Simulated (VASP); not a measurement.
## MgZrC: relaxation of cell and atoms with PBE

Crystal: MgZrC.

```xyz
3
Lattice="3.8434 0.0000 0.0000 -1.9217 3.3285 0.0000 0.0000 0.0000 4.2750" Properties=species:S:1:pos:R:3 pbc="T T T"
Mg    0.0000    0.0000    0.0000
Zr    1.9217    1.1095    2.1375
C     0.0000    2.2190    2.1375
```

The cell was generated, and may not be a known phase.

```json
{"Program": "VASP 6.6.1", "Task": "relaxation of cell and atoms", "Functional": "PBE", "Potentials or basis": "VASP PAW PBE potentials, release 64 (Mg, Zr_sv, C)", "Cutoff": "600 eV", "k mesh": "12 × 12 × 12", "Occupations": "gaussian, width 0.1 eV", "Spin": "no spin polarisation", "Dipole correction": "no", "Further INCAR settings": "ALGO = Normal; EDIFF = 1e-06; IBRION = 2; EDIFFG = -0.01; NSW = 100; ISIF = 3"}
```

| Item | Value |
| --- | --- |
| Relaxed volume | 18.70 Å³/atom |
| Relaxed cell | a = 3.731 Å, b = 3.731 Å, c = 4.653 Å, α = 90.00°, β = 90.00°, γ = 120.00° |
| Space group after relaxing (to 0.1 Å) | P-6m2 (No. 187) |
| Energy gained by relaxing | 43.4 meV/atom |
| Ionic steps | 7 |
| Pressure after relaxing | 0.0 GPa |
| Band gap on the k mesh | zero (bands 9 and 10 overlap by 1.34 eV) |

The path:
```tsv
step	energy change (eV)	largest force (eV/Å)	pressure (GPa)	volume (Å³)
1	0.0000	0.0000	-3.38	54.69
2	-0.0571	0.0000	5.63	51.64
3	-0.0735	0.0000	2.48	52.58
4	-0.1093	0.0000	1.55	53.89
5	-0.1297	0.0000	0.40	55.94
6	-0.1295	0.0000	-0.52	56.32
7	-0.1301	0.0000	0.01	56.09
```

Final structure:
```
CELL_PARAMETERS angstrom
3.73095 0.00000 0.00000
-1.86547 3.23110 0.00000
0.00000 0.00000 4.65315
ATOMIC_POSITIONS crystal
Mg 0.00000 0.00000 0.00000
Zr 0.66667 0.33333 0.50000
C 0.33333 0.66667 0.50000
```

Levels at points of the mesh, in eV from the Fermi level:
| k point | band 5 | band 6 | band 7 | band 8 | band 9 | band 10 | band 11 | band 12 | band 13 |
| --- | --- | --- | --- | --- | --- | --- | --- | --- | --- |
| (0.00, 0.00, 0.00) | -10.30 | -3.79 | -3.14 | -3.14 | -1.78 | 2.35 | 2.35 | 3.38 | 6.15 |
| (0.50, 0.00, 0.00) | -8.97 | -3.75 | -2.56 | -1.45 | -0.86 | 0.58 | 1.69 | 2.54 | 3.21 |
| (0.00, 0.00, 0.50) | -10.09 | -4.69 | -3.11 | -3.11 | 0.50 | 1.92 | 1.92 | 2.07 | 3.66 |
| (0.50, 0.00, 0.50) | -8.88 | -3.75 | -3.13 | -0.85 | -0.79 | 1.03 | 1.38 | 2.24 | 3.22 |

Wall time 12 min on 1 thread of Intel Xeon 8259CL, with other jobs on the host, peak memory 0.32 GiB.
